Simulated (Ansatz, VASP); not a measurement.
**One calculation of Si5Ge, two programs**

File INCAR:

```
SYSTEM = Si5Ge
ALGO = Normal ; EDIFF = 1E-7
EDIFFG = -0.01 ; ENCUT = 600
GGA = PE ; IBRION = 2
ISIF = 3 ; ISMEAR = 0
LASPH = .True. ; LCHARG = .False.
LREAL = .False. ; LWAVE = .False.
NELM = 60 ; NSW = 100
PREC = Accurate ; SIGMA = 0.1
```

File KPOINTS:

```
k-points
0
Gamma
  12 12 8
  0 0 0
```

Contents of POSCAR:

```
Si5Ge
1.0
    4.5028541705      0.0000000000      0.0000000000
   -2.2514270853      3.8995861012      0.0000000000
    0.0000000000      0.0000000000      5.3479582991
Si Ge
5 1
Direct
    0.0000000000      0.0000000000      0.0000000000
    0.3333333333      0.6666666667      0.2352157007
    0.6666666667      0.3333333333      0.2352157007
    0.6666666667      0.3333333333      0.7647842993
    0.3333333333      0.6666666667      0.7647842993
    0.0000000000      0.0000000000      0.5000000000
```

Input for Ansatz:

```yaml
crystal:
  lattice:
    - [4.5028541705, 0.0, 0.0]
    - [-2.2514270853, 3.8995861012, 0.0]
    - [0.0, 0.0, 5.3479582991]
  atoms:
    - { symbol: Si, position: [0.0, 0.0, 0.0] }
    - { symbol: Si, position: [0.3333333333, 0.6666666667, 0.2352157007] }
    - { symbol: Si, position: [0.6666666667, 0.3333333333, 0.2352157007] }
    - { symbol: Si, position: [0.6666666667, 0.3333333333, 0.7647842993] }
    - { symbol: Si, position: [0.3333333333, 0.6666666667, 0.7647842993] }
    - { symbol: Ge, position: [0.0, 0.0, 0.5] }
basis:
  ecutwfc: 420
kpoints:
  mp_grid: { grid: [12, 12, 8] }
hamiltonian:
  xc: pbe
scf:
  occupations: { method: gaussian, width: 0.1 }
output:
  forces: true
  stress: true
  eigenvalues: true
relax:
  adjacent_minimum: "off"
  f_tol: 0.01
  max_steps: 80
  cell: { stress_tol: 0.05 }
```

Alike in both runs: task relaxation of cell and atoms; functional PBE; k mesh 12 × 12 × 8; occupations gaussian, width 0.1 eV; no spin polarisation.

|  | VASP | Ansatz |
| --- | --- | --- |
| version | VASP 6.6.1 | Ansatz 0.2.0 |
| potentials or method | VASP PAW PBE potentials, release 64 (Si, Ge_d), cutoff 600 eV | scalar-relativistic, plane waves, PAW |
| valence electrons in the cell | 34 | 34 |

|  | VASP | Ansatz | Ansatz less VASP |
| --- | --- | --- | --- |
| gap on the k mesh at the Fermi level, each at its own relaxed structure (eV) | none | none | - |
| relaxed volume (Å³/atom) | 15.58 | 15.59 | +0.009 |
| relaxed length of the cell vector where the two differ most in proportion (Å) | 5.398 | 5.393 | -0.0053 |

A gap of «none» marks a metal or a gap that the smearing closes.

Noted on VASP's run: too few bands were computed for a metal, which touches its energy and stress.
